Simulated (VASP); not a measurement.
# CdSe (Fm-3m) in VASP: a series of runs

Runs on CdSe. Level: r2SCAN. Tasks: single point.

Program: VASP 6.6.1. These are calculated values, not measurements. Logs are shortened: lines on timing, memory, paths and dates and some standing lists are left out, and cuts for length are marked.

### 1 The cell of the first run

The structure is cubic, space group Fm-3m (No. 225). The conventional cell has a = 5.570 Å, b = 5.570 Å, c = 5.570 Å, α = 90.00°, β = 90.00°, γ = 90.00°. Cd (site symmetry m-3m) has 6 Se at 2.78 Å within 3.7 Å. Se (site symmetry m-3m) has 6 Cd at 2.78 Å within 3.7 Å.

### 2 Single point, r2SCAN (volume changed by -6%)

File POSCAR:

```
CdSe
1.0
    0.0000000000      2.7849102851      2.7849102851
    2.7849102851      0.0000000000      2.7849102851
    2.7849102851      2.7849102851      0.0000000000
Cd Se
1 1
Direct
    0.0000000000      0.0000000000      0.0000000000
    0.5000000000      0.5000000000      0.5000000000
```

File INCAR.step1:

```
SYSTEM = CdSe
  PREC = Accurate
  ENCUT = 520
  ISMEAR = -1
  SIGMA = 0.02
  LREAL = .FALSE.
  LASPH = .TRUE.
  NELM = 100
  NBANDS = 16
  GGA = PE
  ALGO = Normal
  EDIFF = 1E-4
  LWAVE = .TRUE.
  LCHARG = .FALSE.
```

File INCAR.step2:

```
SYSTEM = CdSe
  PREC = Accurate
  ENCUT = 520
  EDIFF = 1E-7
  ISMEAR = -1
  SIGMA = 0.02
  LREAL = .FALSE.
  LASPH = .TRUE.
  NELM = 100
  ALGO = Normal
  ISIF = 2
  LWAVE = .FALSE.
  LCHARG = .FALSE.
  METAGGA = R2SCAN
  LMIXTAU = .TRUE.
  NBANDS = 16
  ISTART = 1
```

File KPOINTS:

```
regular mesh
0
G
  6 6 6
  0 0 0
```

Potentials or basis: VASP PAW PBE potentials, release 64 (Cd, Se).

The run is started by

```sh
$ cat potpaw_PBE.64/Cd/POTCAR potpaw_PBE.64/Se/POTCAR > POTCAR
$ cp INCAR.step1 INCAR
$ mpirun -np 1 vasp_std > vasp.out
$ cp INCAR.step2 INCAR
$ mpirun -np 1 vasp_std > vasp.out
```

OUTCAR:

```text
SYSTEM = CdSe
   PREC = Accurate
   ENCUT = 520
   EDIFF = 1E-7
   ISMEAR = -1
   LREAL = .FALSE.
   LASPH = .TRUE.
   NELM = 100
   ISIF = 2
   METAGGA = R2SCAN
   ISTART = 1

 ion  position               nearest neighbor table
   1  0.000  0.000  0.000-   2 2.78   2 2.78   2 2.78   2 2.78   2 2.78   2 2.78
   2  0.500  0.500  0.500-   1 2.78   1 2.78   1 2.78   1 2.78   1 2.78   1 2.78

  LATTYP: Found a face centered cubic cell.
 ALAT       =     5.5698205702

  Lattice vectors:

 A1 = (   0.0000000000,   2.7849102851,   2.7849102851)
 A2 = (   2.7849102851,   0.0000000000,   2.7849102851)
 A3 = (   2.7849102851,   2.7849102851,   0.0000000000)

Analysis of symmetry for initial positions (statically):
=====================================================================
 Subroutine PRICEL returns:
 Original cell was already a primitive cell.

 Routine SETGRP: Setting up the symmetry group for a
 face centered cubic supercell.

 Subroutine GETGRP returns: Found 48 space group operations
 (whereof 48 operations were pure point group operations)
 out of a pool of 48 trial point group operations.

The static configuration has the point symmetry O_h .

Analysis of symmetry for dynamics (positions and initial velocities):
=====================================================================
 Subroutine PRICEL returns:
 Original cell was already a primitive cell.

 Routine SETGRP: Setting up the symmetry group for a
 face centered cubic supercell.

 Subroutine GETGRP returns: Found 48 space group operations
 (whereof 48 operations were pure point group operations)
 out of a pool of 48 trial point group operations.

The dynamic configuration has the point symmetry O_h .

 Subroutine INISYM returns: Found 48 space group operations
 (whereof 48 operations are pure point group operations),
 and found     1 'primitive' translations

----------------------------------------------------------------------------------------

                                     Primitive cell

  volume of cell :      43.1980

  direct lattice vectors                    reciprocal lattice vectors
     0.000000000  2.784910285  2.784910285    -0.179538997  0.179538997  0.179538997
     2.784910285  0.000000000  2.784910285     0.179538997 -0.179538997  0.179538997
     2.784910285  2.784910285  0.000000000     0.179538997  0.179538997 -0.179538997

  length of vectors
     3.938457895  3.938457895  3.938457895     0.310970665  0.310970665  0.310970665

  position of ions in fractional coordinates (direct lattice)
     0.000000000  0.000000000  0.000000000
     0.500000000  0.500000000  0.500000000

  ion indices of the primitive-cell ions
   primitive index   ion index
                 1           1
                 2           2

----------------------------------------------------------------------------------------

 KPOINTS: regular mesh

Automatic generation of k-mesh.
 Grid dimensions read from file:
 generate k-points for:    6    6    6

 Generating k-lattice:

  Cartesian coordinates                     Fractional coordinates (reciprocal lattice)
    -0.029923166  0.029923166  0.029923166     0.166666667  0.000000000  0.000000000
     0.029923166 -0.029923166  0.029923166     0.000000000  0.166666667  0.000000000
     0.029923166  0.029923166 -0.029923166     0.000000000  0.000000000  0.166666667

  Length of vectors
     0.051828444  0.051828444  0.051828444

  Shift w.r.t. Gamma in fractional coordinates (k-lattice)
     0.000000000  0.000000000  0.000000000

 Subroutine IBZKPT returns following result:
 ===========================================

 Found     16 irreducible k-points:

 Following reciprocal coordinates:
            Coordinates               Weight
  0.000000  0.000000  0.000000      1.000000
  0.166667  0.000000  0.000000      8.000000
  0.333333  0.000000  0.000000      8.000000
  0.500000  0.000000  0.000000      4.000000
  0.166667  0.166667  0.000000      6.000000
  0.333333  0.166667  0.000000     24.000000
[... 8 lines left out ...]
 -0.333333  0.333333  0.166667     24.000000
 -0.333333  0.500000  0.166667     12.000000
   k-points           NKPTS =     16   k-points in BZ     NKDIM =     16   number of bands    NBANDS=     16
   number of dos      NEDOS =    301   number of ions     NIONS =      2
   total plane-waves  NPLWV =  27000
   dimension x,y,z NGX =    30 NGY =   30 NGZ =   30
   dimension x,y,z NGXF=    60 NGYF=   60 NGZF=   60
   ions per type =               1   1
   NGX,Y,Z   is equivalent  to a cutoff of  12.66, 12.66, 12.66 a.u.
   NGXF,Y,Z  is equivalent  to a cutoff of  25.33, 25.33, 25.33 a.u.
 SYSTEM =  CdSe
   PREC   = accura    normal or accurate (medium, high low for compatibility)
   ISTART =      1    job   : 0-new  1-cont  2-samecut
   ICHARG =      0    charge: 1-file 2-atom 10-const
   ISPIN  =      1    spin polarized calculation?
   LNONCOLLINEAR =      F non collinear calculations
   LSORBIT =      F    spin-orbit coupling
   LASPH  =      T    aspherical Exc in radial PAW
   ENCUT  =  520.0 eV  38.22 Ry    6.18 a.u.   7.32  7.32  7.32*2*pi/ulx,y,z
   NELM   =    100;   NELMIN=  2; NELMDL=  0     # of ELM steps
   EDIFF  = 0.1E-06   stopping-criterion for ELM
   LREAL  =      F    real-space projection
   EDIFFG = 0.1E-05   stopping-criterion for IOM
   NSW    =      0    number of steps for IOM
   IBRION =     -1    ionic relax: 0-MD 1-quasi-New 2-CG
   NFREE  =      0    steps in history (QN), initial steepest desc. (CG)
   ISIF   =      2    stress and relaxation
   ISYM   =      2    0-nonsym 1-usesym 2-fastsym
   POTIM  = 0.5000    time-step for ionic-motion
   TEBEG  =    0.0;   TEEND  =   0.0 temperature during run
   PSTRESS=    0.0 pullay stress
   NELECT =      18.0000    total number of electrons
   NUPDOWN=      -1.0000    fix difference up-down
   EMIN   =  10.00;   EMAX   =-10.00  energy-range for DOS
   EFERMI =   0.00;   METHOD = LEGACY
   ISMEAR =    -1;   SIGMA  =   0.02  broadening in eV -4-tet -1-fermi 0-gaus
   EFERMI_NEDOS =   21; number of points for ismear=-14 and -15
   IALGO  =     38    algorithm
   IMIX   =      4    mixing-type and parameters
     AMIX     =   0.40;   BMIX     =  1.00
     AMIX_MAG =   1.60;   BMIX_MAG =  1.00
  volume/ion in A,a.u.               =      21.60       145.76
  Fermi-wavevector in a.u.,A,eV,Ry     =   1.222769  2.310699 20.342945  1.495164
  Thomas-Fermi vector in A             =   2.357904
   LORBIT       =      0    0 simple, 1 ext, 2 COOP (PROOUT), +10 PAW based schemes
   METAGGA = R2SCAN    functional components
   LHFCALC =     F    Hartree Fock is set to
   AEXX    =    0.0000 exact exchange contribution
   IVDW    =     0    specifies the selected vdW correction
   LEPSILON=     F    determine dielectric tensor
   LRPA    =     F    only Hartree local field effects (RPA)
 non-spin polarized calculation
  energy-cutoff  :      520.00
  volume of cell :       43.20
 maximum number of plane-waves:      1211
 NGX is ok and might be reduce to    30
   NGX = 15   NGY = 15   NGZ = 15

 number of electron      17.9999999 magnetization

 Free energy of the ion-electron system (eV)
  ---------------------------------------------------
  ext. energy  EPLUGINS =         0.00000000
  ---------------------------------------------------
  free energy    TOTEN  =       -35.64591510 eV

  energy without entropy =      -35.64443086  energy(sigma->0) =      -35.64517298

 E-fermi :   2.8684     XC(G=0): -10.9943

 val. band max:        2.8592046102   @ k =   0.5000   0.5000   0.0000
 cond. band min:       3.9972323176   @ k =   0.0000   0.0000   0.0000
 fundamental gap:      1.1380277074
 Fermi energy:         2.8684060966

 k-point     1 :       0.0000    0.0000    0.0000
  band No.  band energies     occupation
      1     -11.0567      2.00000
      2      -5.4965      2.00000
      3      -5.4965      2.00000
      4      -5.4756      2.00000
      5      -5.4756      2.00000
      6      -5.4756      2.00000
[... 8 lines left out ...]
     15      13.9818      0.00000
     16      13.9818      0.00000

 k-point     2 :       0.1667    0.0000    0.0000
  band No.  band energies     occupation
      1     -10.8175      2.00000
      2      -5.5756      2.00000
      3      -5.5755      2.00000
      4      -5.5016      2.00000
      5      -5.4341      2.00000
      6      -5.4341      2.00000
[... 8 lines left out ...]
     15      13.2266      0.00000
     16      13.4049      0.00000

 k-point     3 :       0.3333    0.0000    0.0000
  band No.  band energies     occupation
      1     -10.2493      2.00000
      2      -5.7310      2.00000
      3      -5.7310      2.00000
      4      -5.6036      2.00000
      5      -5.3448      2.00000
      6      -5.3448      2.00000
[... 8 lines left out ...]
     15      14.8490      0.00000
     16      14.8490      0.00000

 k-point     4 :       0.5000    0.0000    0.0000
  band No.  band energies     occupation
      1      -9.8953      2.00000
      2      -5.8056      2.00000
      3      -5.8056      2.00000
      4      -5.7108      2.00000
      5      -5.2992      2.00000
      6      -5.2992      2.00000
[... 8 lines left out ...]
     15      16.6791      0.00000
     16      16.6791      0.00000
[... 172 lines left out ...]
 k-point    14 :       0.5000    0.3333    0.1667
  band No.  band energies     occupation
      1     -10.0799      2.00000
      2      -5.6344      2.00000
      3      -5.5363      2.00000
      4      -5.5361      2.00000
      5      -5.3107      2.00000
      6      -5.1948      2.00000
[... 8 lines left out ...]
     15      17.4103      0.00000
     16      18.1190      0.00000

 k-point    15 :      -0.3333    0.3333    0.1667
  band No.  band energies     occupation
      1      -9.9381      2.00000
      2      -5.6909      2.00000
      3      -5.5106      2.00000
      4      -5.4835      2.00000
      5      -5.2690      2.00000
      6      -5.0178      2.00000
[... 8 lines left out ...]
     15      15.9492      0.00000
     16      18.4432      0.00000

 k-point    16 :      -0.3333    0.5000    0.1667
  band No.  band energies     occupation
      1      -9.9911      2.00000
      2      -5.5768      2.00000
      3      -5.5518      2.00000
      4      -5.3720      2.00000
      5      -5.2357      2.00000
      6      -4.6994      2.00000
[... 8 lines left out ...]
     15      17.3084      0.00000
     16      18.7942      0.00000

------------------------ aborting loop because EDIFF is reached ----------------------------------------

  FORCE on cell =-STRESS in cart. coord.  units (eV):
  Direction    XX          YY          ZZ          XY          YZ          ZX
  --------------------------------------------------------------------------------------
  -------------------------------------------------------------------------------------
  Total        1.4909654      1.4909654      1.4909654      0.0000000      0.0000000     -0.0000000
  in kB       55.2986508     55.2986508     55.2986508      0.0000000      0.0000000     -0.0000000
  external PRESSURE =      55.2986508 kB  Pullay stress =       0.0000000 kB

 VOLUME and BASIS-vectors are now :
 -----------------------------------------------------------------------------
  energy-cutoff  :      520.00
  volume of cell :       43.20
      direct lattice vectors                 reciprocal lattice vectors
     0.000000000  2.784910285  2.784910285    -0.179538997  0.179538997  0.179538997
     2.784910285  0.000000000  2.784910285     0.179538997 -0.179538997  0.179538997
     2.784910285  2.784910285  0.000000000     0.179538997  0.179538997 -0.179538997

 POSITION                                       TOTAL-FORCE (eV/Angst)
 -----------------------------------------------------------------------------------
      0.00000      0.00000      0.00000         0.000000     -0.000000     -0.000000
      2.78491      2.78491      2.78491        -0.000000      0.000000      0.000000
 -----------------------------------------------------------------------------------
    total drift:                               -0.000000      0.000000      0.000000

  FREE ENERGIE OF THE ION-ELECTRON SYSTEM (eV)
  ---------------------------------------------------
  free  energy   TOTEN  =       -35.6459151035 eV

  energy  without entropy=      -35.6444308563  energy(sigma->0) =      -35.64517298
```

Run time: 1.9 min. Hardware: 1 thread of AMD EPYC 7R43 (Zen 3), shared host; peak memory 0.13 GiB.

What came out:

```yaml
Free_energy: -35.6459 eV
Pressure: 5.5 GPa
```

Caveat: the PAW data sets were made with another functional, which shifts forces and pressure a little.

[end of part 1 of 2]
